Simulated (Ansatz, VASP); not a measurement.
## Two plane-wave programs on B3N2

```
B N
1.0
     3.13419    0.00000    0.00000
    -1.56710    2.71429    0.00000
     0.00000    0.00000    3.78425
B N
3 2
Direct
  0.00000 0.00000 0.00000
  0.33333 0.66667 0.62500
  0.66667 0.33333 0.37500
  0.33333 0.66667 0.13800
  0.66667 0.33333 0.86200
```

Alike in both runs: task relaxation of cell and atoms; functional PBE; k mesh 6 × 6 × 4; occupations gaussian, width 0.1 eV; no spin polarisation.

|  | VASP | Ansatz |
| --- | --- | --- |
| version | VASP 6.6.1 | Ansatz 0.2.0 |
| potentials or method | VASP PAW PBE potentials, release 64 (B, N), cutoff 600 eV | scalar-relativistic, plane waves, PAW |
| valence electrons in the cell | 19 | 19 |

|  | VASP | Ansatz | Ansatz less VASP |
| --- | --- | --- | --- |
| gap on the k mesh at the Fermi level, each at its own relaxed structure (eV) | none | none | - |
| relaxed volume (Å³/atom) | 7.06 | 12.17 | +5.117 |
| relaxed cell length with the largest relative difference (Å) | 6.504 | 11.482 | +4.9773 |

A gap of «none» marks a metal or a gap that the smearing closes. One of these differences is far larger than is usual between the two programs; its cause wasn't traced.

The k mesh is coarse, so the values compare programs but aren't converged.
